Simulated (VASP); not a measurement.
A run of VASP 6.6.1 is set up as follows.

The input INCAR:

```
ALGO = Normal
EDIFF = 1E-7
EDIFFG = -0.002
ENCUT = 500
GGA = PE
GGA_COMPAT = False
IBRION = 2
ISIF = 3
ISMEAR = 0
LASPH = True
LCHARG = False
LREAL = False
LWAVE = False
NELM = 120
NELMIN = 4
NSW = 100
PREC = Accurate
SIGMA = 0.1
```

Contents of KPOINTS:

```
k-points
0
Gamma
  18 18 18
```

The input POSCAR:

```
Mo
1.0
   -1.5816435598      1.5816435598      1.5816435598
    1.5816435598     -1.5816435598      1.5816435598
    1.5816435598      1.5816435598     -1.5816435598
Mo
1
Direct
    0.0000000000      0.0000000000      0.0000000000
```

Potentials or basis: VASP PAW PBE potentials, release 64 (Mo_sv).

The run is started by

```console
$ cat potpaw_PBE.64/Mo_sv/POTCAR > POTCAR
$ mpirun -np 1 vasp_std > vasp.out
```

What does it give for the relaxed cell?

a = 2.739 Å, b = 2.739 Å, c = 2.739 Å, α = 109.47°, β = 109.47°, γ = 109.47°.

Predict the band gap on the k mesh.

zero (band 7 reaches 16.32 eV, above the bottom of band 8 at 11.06 eV).

Predict the space group after relaxing (to 0.05 Å).

Im-3m (No. 229).

Predict the relaxed volume.

15.82 Å³/atom.

Final structure:
```xyz
1
Lattice="-1.5813 1.5813 1.5813 1.5813 -1.5813 1.5813 1.5813 1.5813 -1.5813" Properties=species:S:1:pos:R:3 pbc="T T T"
Mo    0.0000    0.0000    0.0000
```
